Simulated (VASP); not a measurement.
Na2S: relaxation of cell and atoms with LDA

Na2S:

```
CELL_PARAMETERS angstrom
0.00000 3.28363 3.28363
3.28363 0.00000 3.28363
3.28363 3.28363 0.00000
ATOMIC_POSITIONS crystal
Na 0.25000 0.25000 0.25000
Na 0.75000 0.75000 0.75000
S 0.00000 0.00000 0.00000
```

| Item | Value |
| --- | --- |
| Program | VASP 6.6.1 |
| Task | relaxation of cell and atoms |
| Functional | LDA |
| Potentials or basis | VASP PAW LDA potentials, release 64 (Na_pv, S) |
| Cutoff | 500 eV |
| k mesh | 6 × 6 × 6 |
| Occupations | fermi-dirac, width 0.02 eV |
| Spin | no spin polarisation |
| Dipole correction | no |
| Further INCAR settings | ALGO = Normal; EDIFF = 1e-07; IBRION = 2; EDIFFG = -0.005; NSW = 80; ISIF = 3 |

```json
{
 "Relaxed volume": "21.70 Å³/atom",
 "Relaxed cell": "a = 4.516 Å, b = 4.516 Å, c = 4.516 Å, α = 60.00°, β = 60.00°, γ = 60.00°",
 "Space group after relaxing (to 0.1 Å)": "Fm-3m (No. 225)",
 "Energy gained by relaxing": "15.2 meV/atom",
 "Ionic steps": "4",
 "Pressure after relaxing": "0.0 GPa",
 "Band gap on the k mesh": "2.49 eV"
}
```

Step by step:
```csv
step,energy change (eV),largest force (eV/Å),pressure (GPa),volume (Å³)
1,0.0000,0.0000,-2.38,70.81
2,-0.0384,0.0000,-1.03,67.27
3,-0.0456,0.0000,-0.07,65.25
4,-0.0456,0.0000,0.01,65.10
```

Final structure:
```xyz
3
Lattice="0.0000 3.1930 3.1930 3.1930 0.0000 3.1930 3.1930 3.1930 0.0000" Properties=species:S:1:pos:R:3 pbc="T T T"
Na    1.5965    1.5965    1.5965
Na    4.7894    4.7894    4.7894
S     3.1930    0.0000    3.1930
```

Levels at points of the mesh, in eV from the valence-band top:
```tsv
k point	band 6	band 7	band 8	band 9	band 10	band 11	band 12	band 13	band 14
(0.00, 0.00, 0.00)	-21.99	-10.20	0.00	0.00	0.00	2.49	7.77	7.77	7.77
(0.50, 0.00, 0.00)	-22.03	-9.89	-1.83	-0.14	-0.14	4.84	6.56	7.11	7.11
(0.50, 0.50, 0.00)	-21.97	-9.79	-1.64	-0.50	-0.50	3.67	5.99	8.81	9.98
```

Run time: 79 s on 1 thread of Intel Xeon 8259CL, with other jobs on the host, peak memory 0.17 GiB.
